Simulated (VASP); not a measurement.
# PtS2 (P-3m1) in VASP: a series of runs

Runs on PtS2. Level: PBE. Tasks: single point.

Program: VASP 6.6.1. These are calculated values, not measurements. Logs are shortened: lines on timing, memory, paths and dates and some standing lists are left out, and cuts for length are marked.

## 1. The cell of the first run

Symmetry: P-3m1, No. 164, trigonal system. Conventional cell: a = 3.543 Å, b = 3.543 Å, c = 4.913 Å, α = 90.00°, β = 90.00°, γ = 120.00°. Within 3.2 Å of Pt (site symmetry -3m) lie 6 S at 2.39 Å. Within 3.2 Å of S (site symmetry 3m) lie 3 Pt at 2.39 Å and 6 S at 3.20 Å.

## 2. Single point, PBE (strain +0.000 along x and y, -0.025 along z)

The input, INCAR:

```
SYSTEM = PtS2
PREC = Accurate
ENCUT = 520
EDIFF = 1E-6
ISMEAR = 0
SIGMA = 0.05
LREAL = .FALSE.
LASPH = .TRUE.
NELM = 100
ALGO = Normal
ISIF = 2
LWAVE = .FALSE.
LCHARG = .TRUE.
GGA = PE
LELF = .TRUE.
LVHAR = .TRUE.
NBANDS = 18
```

The input, KPOINTS:

```
regular mesh
0
G
  12 12 8
  0 0 0
```

The input, POSCAR:

```
PtS2
1.0
    3.5431994758      0.0000000000      0.0000000000
   -1.7715997379      3.0685007567      0.0000000000
    0.0000000000      0.0000000000      4.9128300000
Pt S
1 2
Direct
    0.0000000000      0.0000000000      0.0000000000
    0.3333333333      0.6666666667      0.2500000000
    0.6666666667      0.3333333333      0.7500000000
```

Potentials or basis: VASP PAW PBE potentials, release 64 (Pt, S).

The run is started by

```sh
$ cat potpaw_PBE.64/Pt/POTCAR potpaw_PBE.64/S/POTCAR > POTCAR
$ mpirun -np 1 vasp_std > vasp.out
```

OUTCAR:

```text
SYSTEM = PtS2
   PREC = Accurate
   ENCUT = 520
   EDIFF = 1E-6
   ISMEAR = 0
   LREAL = .FALSE.
   LASPH = .TRUE.
   NELM = 100
   ISIF = 2
   GGA = PE

 ion  position               nearest neighbor table
   1  0.000  0.000  0.000-   2 2.39   3 2.39   2 2.39   3 2.39   3 2.39   2 2.39
   2  0.333  0.667  0.250-   1 2.39   1 2.39   1 2.39
   3  0.667  0.333  0.750-   1 2.39   1 2.39   1 2.39

  LATTYP: Found a hexagonal cell.
 ALAT       =     3.5431994758
 C/A-ratio  =     1.3865519098

  Lattice vectors:

 A1 = (   3.5431994758,   0.0000000000,   0.0000000000)
 A2 = (  -1.7715997379,   3.0685007567,   0.0000000000)
 A3 = (   0.0000000000,   0.0000000000,   4.9128300000)

Analysis of symmetry for initial positions (statically):
=====================================================================
 Subroutine PRICEL returns:
 Original cell was already a primitive cell.

 Routine SETGRP: Setting up the symmetry group for a
 hexagonal supercell.

 Subroutine GETGRP returns: Found 12 space group operations
 (whereof 12 operations were pure point group operations)
 out of a pool of 24 trial point group operations.

The static configuration has the point symmetry D_3d.

Analysis of symmetry for dynamics (positions and initial velocities):
=====================================================================
 Subroutine PRICEL returns:
 Original cell was already a primitive cell.

 Routine SETGRP: Setting up the symmetry group for a
 hexagonal supercell.

 Subroutine GETGRP returns: Found 12 space group operations
 (whereof 12 operations were pure point group operations)
 out of a pool of 24 trial point group operations.

The dynamic configuration has the point symmetry D_3d.

 Subroutine INISYM returns: Found 12 space group operations
 (whereof 12 operations are pure point group operations),
 and found     1 'primitive' translations

----------------------------------------------------------------------------------------

                                     Primitive cell

  volume of cell :      53.4138

  direct lattice vectors                    reciprocal lattice vectors
     3.543199476  0.000000000  0.000000000     0.282230794  0.162946025  0.000000000
[... 79 lines left out ...]
   PREC   = accura    normal or accurate (medium, high low for compatibility)
   ISTART =      0    job   : 0-new  1-cont  2-samecut
   ICHARG =      2    charge: 1-file 2-atom 10-const
   ISPIN  =      1    spin polarized calculation?
   LNONCOLLINEAR =      F non collinear calculations
   LSORBIT =      F    spin-orbit coupling
   LASPH  =      T    aspherical Exc in radial PAW
   ENCUT  =  520.0 eV  38.22 Ry    6.18 a.u.   6.59  6.59  9.13*2*pi/ulx,y,z
   NELM   =    100;   NELMIN=  2; NELMDL= -5     # of ELM steps
   EDIFF  = 0.1E-05   stopping-criterion for ELM
   LREAL  =      F    real-space projection
   EDIFFG = 0.1E-04   stopping-criterion for IOM
   NSW    =      0    number of steps for IOM
   IBRION =     -1    ionic relax: 0-MD 1-quasi-New 2-CG
   NFREE  =      0    steps in history (QN), initial steepest desc. (CG)
   ISIF   =      2    stress and relaxation
   ISYM   =      2    0-nonsym 1-usesym 2-fastsym
   POTIM  = 0.5000    time-step for ionic-motion
   TEBEG  =    0.0;   TEEND  =   0.0 temperature during run
   PSTRESS=    0.0 pullay stress
   NELECT =      22.0000    total number of electrons
   NUPDOWN=      -1.0000    fix difference up-down
   EMIN   =  10.00;   EMAX   =-10.00  energy-range for DOS
   EFERMI =   0.00;   METHOD = LEGACY
   ISMEAR =     0;   SIGMA  =   0.05  broadening in eV -4-tet -1-fermi 0-gaus
   EFERMI_NEDOS =   21; number of points for ismear=-14 and -15
   IALGO  =     38    algorithm
   IMIX   =      4    mixing-type and parameters
     AMIX     =   0.40;   BMIX     =  1.00
     AMIX_MAG =   1.60;   BMIX_MAG =  1.00
  volume/ion in A,a.u.               =      17.80       120.15
  Fermi-wavevector in a.u.,A,eV,Ry     =   1.218048  2.301778 20.186172  1.483642
  Thomas-Fermi vector in A             =   2.353348
   LORBIT       =      0    0 simple, 1 ext, 2 COOP (PROOUT), +10 PAW based schemes
   GGA     = PE    functional components
   LHFCALC =     F    Hartree Fock is set to
   AEXX    =    0.0000 exact exchange contribution
   IVDW    =     0    specifies the selected vdW correction
   LEPSILON=     F    determine dielectric tensor
   LRPA    =     F    only Hartree local field effects (RPA)
 non-spin polarized calculation
 Gauss-broadening in eV      SIGMA  =   0.05
  energy-cutoff  :      520.00
  volume of cell :       53.41
 maximum number of plane-waves:      1473
 NGX is ok and might be reduce to    28
   NGX = 13   NGY = 13   NGZ = 19

 number of electron      21.9999999 magnetization

 Free energy of the ion-electron system (eV)
  ---------------------------------------------------
  ext. energy  EPLUGINS =         0.00000000
  ---------------------------------------------------
  free energy    TOTEN  =       -15.34839087 eV

  energy without entropy =      -15.34839087  energy(sigma->0) =      -15.34839087

 E-fermi :   7.5914     XC(G=0): -10.8304

 val. band max:        7.3093729571   @ k =   0.0000   0.0000   0.0000
 cond. band min:       7.7978721881   @ k =  -0.0833   0.3333   0.2500
 fundamental gap:      0.4884992310
 Fermi energy:         7.5914238242

 k-point     1 :       0.0000    0.0000    0.0000
  band No.  band energies     occupation
      1      -8.2598      2.00000
      2      -5.1915      2.00000
      3      -0.0011      2.00000
      4       0.5347      2.00000
      5       0.5347      2.00000
      6       3.2976      2.00000
[... 481 lines left out ...]
      5       1.0521      2.00000
      6       2.6314      2.00000
[... 10 lines left out ...]
     17      16.4527      0.00000
     18      16.6248      0.00000

 [... further k-points ...]
[... 5 lines left out ...]
  --------------------------------------------------------------------------------------
  -------------------------------------------------------------------------------------
  Total        1.8326951      1.8326951      1.1101330      0.0000000      0.0000000      0.0000000
  in kB       54.9727197     54.9727197     33.2990631      0.0000000      0.0000000      0.0000000
  external PRESSURE =      47.7481675 kB  Pullay stress =       0.0000000 kB

 VOLUME and BASIS-vectors are now :
 -----------------------------------------------------------------------------
  energy-cutoff  :      520.00
  volume of cell :       53.41
      direct lattice vectors                 reciprocal lattice vectors
     3.543199476  0.000000000  0.000000000     0.282230794  0.162946025  0.000000000
    -1.771599738  3.068500757  0.000000000     0.000000000  0.325892049  0.000000000
     0.000000000  0.000000000  4.912830000     0.000000000  0.000000000  0.203548667

 POSITION                                       TOTAL-FORCE (eV/Angst)
 -----------------------------------------------------------------------------------
      0.00000      0.00000      0.00000        -0.000000      0.000000     -0.000000
     -0.00000      2.04567      1.22821         0.000000      0.000000     -0.002681
      1.77160      1.02283      3.68462        -0.000000     -0.000000      0.002681
 -----------------------------------------------------------------------------------
    total drift:                               -0.000000     -0.000000     -0.000000

  FREE ENERGIE OF THE ION-ELECTRON SYSTEM (eV)
  ---------------------------------------------------
  free  energy   TOTEN  =       -15.3483908675 eV

  energy  without entropy=      -15.3483908675  energy(sigma->0) =      -15.34839087
```

OSZICAR:

```text
N       E                     dE             d eps       ncg     rms          rms(c)
DAV:   1     0.110663605607E+03    0.11066E+03   -0.10476E+04  4772   0.110E+03
DAV:   2    -0.114436322194E+02   -0.12211E+03   -0.11804E+03  5746   0.220E+02
DAV:   3    -0.166185870739E+02   -0.51750E+01   -0.51356E+01  5974   0.459E+01
DAV:   4    -0.166720543168E+02   -0.53467E-01   -0.53438E-01  6246   0.516E+00
DAV:   5    -0.166728188334E+02   -0.76452E-03   -0.76446E-03  6000   0.603E-01    0.183E+01
DAV:   6    -0.156062777062E+02    0.10665E+01   -0.60327E+00  4900   0.241E+01    0.122E+01
DAV:   7    -0.153663479346E+02    0.23993E+00   -0.11660E+00  4856   0.109E+01    0.594E+00
DAV:   8    -0.153513006054E+02    0.15047E-01   -0.62331E-02  5310   0.173E+00    0.121E+00
DAV:   9    -0.153481425525E+02    0.31581E-02   -0.87020E-03  5600   0.967E-01    0.213E-01
DAV:  10    -0.153483389599E+02   -0.19641E-03   -0.13577E-03  5948   0.237E-01    0.957E-02
DAV:  11    -0.153483865990E+02   -0.47639E-04   -0.57883E-05  5640   0.604E-02    0.430E-02
DAV:  12    -0.153483893545E+02   -0.27555E-05   -0.95614E-06  5786   0.279E-02    0.934E-03
DAV:  13    -0.153483906215E+02   -0.12670E-05   -0.10256E-06  4570   0.730E-03    0.412E-03
DAV:  14    -0.153483908675E+02   -0.24598E-06   -0.27886E-07  3480   0.364E-03
   1 F= -.15348391E+02 E0= -.15348391E+02  d E =-.165766E-10
```

stdout:

```text
POSCAR found type information on POSCAR PtS
 POSCAR found :  2 types and       3 ions
 scaLAPACK will be used
 LDA part: xc-table for (Slater+PW92), standard interpolation
 POSCAR, INCAR and KPOINTS ok, starting setup
 FFT: planning ... GRIDC
 FFT: planning ... GRID_SOFT
 FFT: planning ... GRID
 WAVECAR not read
 entering main loop
```

Wall time 53 s (1 thread of AMD EPYC 9R45 (Zen 5), shared host); peak memory 0.23 GiB.

Results:

* Free energy: -15.3484 eV
* Pressure: 4.8 GPa
* Band gap on the k mesh: 0.49 eV, indirect (least direct gap 0.77 eV)

Forces on the atoms (eV/Å):
```
Pt   0.000  0.000  0.000
S    0.000  0.000 -0.003
S    0.000  0.000  0.003
```

Stress tensor (GPa, compression positive):
```
5.50 0.00 0.00
0.00 5.50 0.00
0.00 0.00 3.33
```

Levels at points of the mesh, in eV from the valence-band top:
```
           k point  band 9  band 10  band 11  band 12  band 13  band 14
(0.00, 0.00, 0.00)   -1.29    -1.29     0.00     1.69     1.69     4.26
(0.50, 0.00, 0.00)   -3.30    -3.20    -2.68     1.18     2.44     5.39
(0.00, 0.00, 0.50)   -1.64    -1.64    -1.31     2.46     2.46     5.42
(0.50, 0.00, 0.50)   -2.95    -2.91    -1.52     1.29     2.01     5.03
```

Caveat: the cell differs from its parent crystal (strain +0.000 along x and y, -0.025 along z); spin-orbit coupling is left out, which moves the levels of the heavy elements.

## 3. Single point, PBE (strain -0.025 along x and y, +0.025 along z)

The input, INCAR:

```
SYSTEM = PtS2
PREC = Accurate
ENCUT = 520
EDIFF = 1E-6
ISMEAR = 0
SIGMA = 0.05
LREAL = .False.
LASPH = .True.
NELM = 60
ALGO = Normal
ISIF = 2
LWAVE = .False.
LCHARG = .False.
GGA = PE
NBANDS = 18
```

The input, KPOINTS:

```
Automatic mesh
0
Gamma
  12 12 8
  0 0 0
```

The input, POSCAR:

```
PtS2
1.0
    3.4546194889      0.0000000000      0.0000000000
   -1.7273097444      2.9917882378      0.0000000000
    0.0000000000      0.0000000000      5.1647700000
Pt S
1 2
Direct
    0.0000000000      0.0000000000      0.0000000000
    0.3333333333      0.6666666667      0.2500000000
    0.6666666667      0.3333333333      0.7500000000
```

Potentials or basis: VASP PAW PBE potentials, release 64 (Pt, S).

The run is started by

```sh
$ cat potpaw_PBE.64/Pt/POTCAR potpaw_PBE.64/S/POTCAR > POTCAR
$ mpirun -np 1 vasp_std > vasp.out
```

It took 57 s on 1 thread of AMD EPYC 9R45 (Zen 5), shared host; peak memory 0.23 GiB.

The run converged. Its results:

* Free energy: -15.2635 eV
* Pressure: 7.7 GPa
* Largest force: 0.161 eV/Å
* Band gap on the k mesh: 0.73 eV, indirect (least direct gap 0.94 eV)

Forces on the atoms (eV/Å):
```
Pt   0.000  0.000  0.000
S    0.000  0.000 -0.161
S    0.000  0.000  0.161
```

Stress tensor (GPa, compression positive):
```
10.24  0.00  0.00
 0.00 10.24  0.00
 0.00  0.00  2.47
```

Levels at points of the mesh, in eV from the valence-band top:
```csv
k point,band 8,band 9,band 10,band 11,band 12,band 13,band 14,band 15
"(0.00, 0.00, 0.00)",-2.32,-0.89,-0.89,-0.04,2.07,2.07,4.87,5.73
"(0.50, 0.00, 0.00)",-2.95,-2.95,-2.92,-2.35,1.55,2.62,5.63,6.35
"(0.00, 0.00, 0.50)",-2.95,-1.19,-1.17,-1.17,2.67,2.67,5.69,7.40
"(0.50, 0.00, 0.50)",-2.93,-2.51,-2.47,-1.57,1.65,2.51,4.96,5.27
```

Caveat: the cell differs from its parent crystal (strain -0.025 along x and y, +0.025 along z); spin-orbit coupling is left out, which moves the levels of the heavy elements. A k mesh can miss the band edges.

(Part 1 of 2 ends here.)
